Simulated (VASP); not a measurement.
# FeGe: single point with PBE

Crystal: FeGe.

```xyz
2
Lattice="2.8935 0.0000 0.0000 0.0000 2.8935 0.0000 0.0000 0.0000 2.8935" Properties=species:S:1:pos:R:3 pbc="T T T"
Fe    0.0000    0.0000    0.0000
Ge    1.4468    1.4468    1.4468
```

- Program: VASP 6.6.1
- Task: single point
- Functional: PBE
- Potentials or basis: VASP PAW PBE potentials, release 64 (Fe, Ge_d)
- Cutoff: 520 eV
- k mesh: 20 × 20 × 20
- Occupations: gaussian, width 0.1 eV
- Spin: no spin polarisation
- Dipole correction: no
- Further INCAR settings: ALGO = Normal; EDIFF = 1e-06; NBANDS = 18

```json
{
  "Pressure": "0.2 GPa",
  "Band gap on the k mesh": "zero (band 11 reaches 9.18 eV, above the bottom of band 12 at 8.73 eV)"
}
```

Levels at points of the mesh, in eV from the Fermi level:
| k point | band 7 | band 8 | band 9 | band 10 | band 11 | band 12 | band 13 | band 14 | band 15 | band 16 |
| --- | --- | --- | --- | --- | --- | --- | --- | --- | --- | --- |
| (0.00, 0.00, 0.00) | -2.73 | -2.73 | -0.48 | -0.48 | -0.48 | 3.04 | 3.04 | 3.04 | 9.72 | 9.72 |
| (0.50, 0.00, 0.00) | -7.93 | -2.26 | -1.90 | -1.90 | -0.42 | 0.40 | 8.03 | 8.03 | 9.38 | 11.24 |
| (0.50, 0.50, 0.00) | -4.65 | -4.65 | -2.76 | -1.16 | -1.16 | 0.16 | 1.47 | 3.02 | 7.88 | 13.92 |
| (0.50, 0.50, 0.50) | -5.13 | -5.13 | -3.67 | 0.21 | 0.21 | 2.86 | 2.86 | 2.86 | 3.96 | 3.96 |

Wall time 30 s on 1 thread of Intel(R) Xeon(R) 6975P-C (Granite Rapids), on a shared host, peak memory 0.24 GiB.

Spin polarisation is off, so any magnetic state and its effect on volume and gap are missing.
